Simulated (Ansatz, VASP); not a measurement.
# C: VASP beside Ansatz

```
CELL_PARAMETERS angstrom
2.48936 0.00000 0.00000
-1.24468 2.15585 0.00000
0.00000 0.00000 4.22300
ATOMIC_POSITIONS crystal
C 0.33333 0.66667 0.99980
C 0.66667 0.33333 0.49980
C 0.33333 0.66667 0.37420
C 0.66667 0.33333 0.87420
```

Change from the starting cell: strained cell.

Alike in both runs: functional PBEsol; k mesh 9 × 9 × 6; occupations gaussian, width 0.02 eV; no spin polarisation.

Ansatz relaxed the structure, and its values are those at the end. VASP's run is a single point on that final structure, the one shown.

|  | VASP | Ansatz |
| --- | --- | --- |
| version | VASP 6.6.1 | Ansatz 0.2.0 |
| potentials or method | VASP PAW PBE potentials, release 64 (C), cutoff 520 eV | scalar-relativistic, plane waves, PAW |
| valence electrons in the cell | 16 | 16 |

|  | VASP | Ansatz | Ansatz less VASP |
| --- | --- | --- | --- |
| gap on the k mesh at the Fermi level (eV) | 3.05 | 3.07 | +0.017 |
| least direct gap on the mesh (eV) | 4.77 | 4.77 | +0.001 |
| pressure (GPa) | -2.1 | -3.2 | -1.11 |
| rms of the force components (eV/Å) | 0.007 | 0.001 | -0.0060 |

VASP's potentials were made for PBE, not for PBEsol, and Ansatz warns of the same on its side. Ansatz's warnings: stress scf threshold loose.
